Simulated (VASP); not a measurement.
Wanted: the native input for a VASP 6.6.1 run.

* Task: single point
* Functional: PBEsol
* Potentials or basis: VASP PAW PBE potentials, release 64 (Au)
* Cutoff: 520 eV
* k mesh: 12 × 12 × 12
* Occupations: gaussian, width 0.1 eV
* Spin: no spin polarisation
* Dipole correction: no
* Further INCAR settings: ALGO = Fast; EDIFF = 1e-07; NBANDS = 24

The structure of Au lies in POSCAR:

```
Au
1.0
    1.4416285110      0.8323246089      7.0946404080
   -1.4416285110      0.8323246089      7.0946404080
    0.0000000000     -1.6646492178      7.0946404080
Au
3
Direct
    0.0000000000      0.0000000000      0.0000000000
    0.7775560858      0.7775560858      0.7775560858
    0.2224439142      0.2224439142      0.2224439142
```

The input as run:

INCAR

```
SYSTEM = Au
PREC = Accurate ; ENCUT = 520
EDIFF = 1E-7 ; ISMEAR = 0
SIGMA = 0.1 ; LREAL = .FALSE.
LASPH = .TRUE. ; NELM = 60
ALGO = Fast ; ISIF = 2
LWAVE = .FALSE. ; LCHARG = .FALSE.
GGA = PS ; NBANDS = 24
```

KPOINTS

```
regular mesh
0
G
  12 12 12
  0 0 0
```

Potentials or basis: VASP PAW PBE potentials, release 64 (Au).

The run is started by

```sh
$ cat potpaw_PBE.64/Au/POTCAR > POTCAR
$ mpirun -np 1 vasp_std > vasp.out
```

Results of the run:

The pressure is -0.2 GPa and the band gap on the k mesh is zero (an odd number of electrons rules out a gap without spin polarisation).

Caveat: the PAW data sets were made with another functional, which shifts forces and pressure a little; spin-orbit coupling is left out, which moves the levels of the heavy elements.

Run time: 12 min on 1 thread of Intel(R) Xeon(R) Platinum 8488C (Sapphire Rapids), on a shared host, peak memory 0.5 GiB.
